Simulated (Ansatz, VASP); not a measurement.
## Cu in VASP and in Ansatz

Contents of INCAR:

```
SYSTEM = Cu
  PREC = Accurate
  ENCUT = 520
  EDIFF = 1E-6
  ISMEAR = -1
  SIGMA = 0.05
  LREAL = .False.
  LASPH = .True.
  NELM = 80
  ALGO = Fast
  ISIF = 2
  LWAVE = .False.
  LCHARG = .False.
  NBANDS = 12
```

KPOINTS

```
regular mesh
0
Gamma
  13 13 13
  0 0 0
```

Contents of POSCAR:

```
Cu
1.0
   -1.4427933200      1.4427933200      1.3760814500
    1.4427933200     -1.4427933200      1.3760814500
    1.4427933200      1.4427933200     -1.3760814500
Cu
1
Direct
    0.0000000000      0.0000000000      0.0000000000
```

Contents of input.yaml:

```yaml
crystal:
  lattice:
    - [-1.44279332, 1.44279332, 1.37608145]
    - [1.44279332, -1.44279332, 1.37608145]
    - [1.44279332, 1.44279332, -1.37608145]
  atoms:
    - { symbol: Cu, position: [0.0, 0.0, 0.0] }
hamiltonian:
  xc: lda
  pseudopotentials: { kind: paw }
kpoints:
  mp_grid: { grid: [13, 13, 13] }
  band_path:
    path:
      - [[0.0, 0.0, 0.0], [0.0, 0.0, 0.5], [-0.5, 0.5, 0.5], [0.0, 0.0, 0.0], [0.4774154906, 0.4774154906, -0.4774154906], [0.25, 0.25, 0.25], [0.0, 0.5, 0.0], [-0.4774154906, 0.5225845094, 0.4774154906], [-0.5, 0.5, 0.5]]
      - [[0.0, 0.0, 0.5], [0.25, 0.25, 0.25]]
    npoints: 14
scf:
  occupations: { method: fermi_dirac, width: 0.05 }
  n_extra_bands: 6
output:
  forces: true
  stress: true
  eigenvalues: true
  fatbands: false
```

Alike in both runs: functional LDA; k mesh 13 × 13 × 13; occupations fermi-dirac, width 0.05 eV; no spin polarisation.

|  | VASP | Ansatz |
| --- | --- | --- |
| version | VASP 6.6.1 | Ansatz 0.2.0 |
| potentials or method | VASP PAW LDA potentials, release 64 (Cu) | Ansatz PAW |
| plane-wave cutoff (eV) | 520 | 420 |
| valence electrons in the cell | 11 | 19 |
| task | single point | band structure |

Ansatz gave:

```
gap on the k mesh at the Fermi level (eV)                     : none
pressure (GPa)                                                : -7.8
traceless stress, the component that is largest in VASP (GPa) : -0.21
```

Problem. Which values does VASP return?

Solution. gap on the k mesh at the Fermi level (eV): none; pressure (GPa): -6.8; traceless stress, the component that is largest in VASP (GPa): -0.26.

LDA's correlation is that of Perdew and Zunger in VASP and of Perdew and Wang (1992) in Ansatz. A gap of «none» marks a metal or a gap that the smearing closes. VASP's potentials hold 11 valence electrons a cell and Ansatz's 19, so a difference there can come from the potentials and not from the codes.
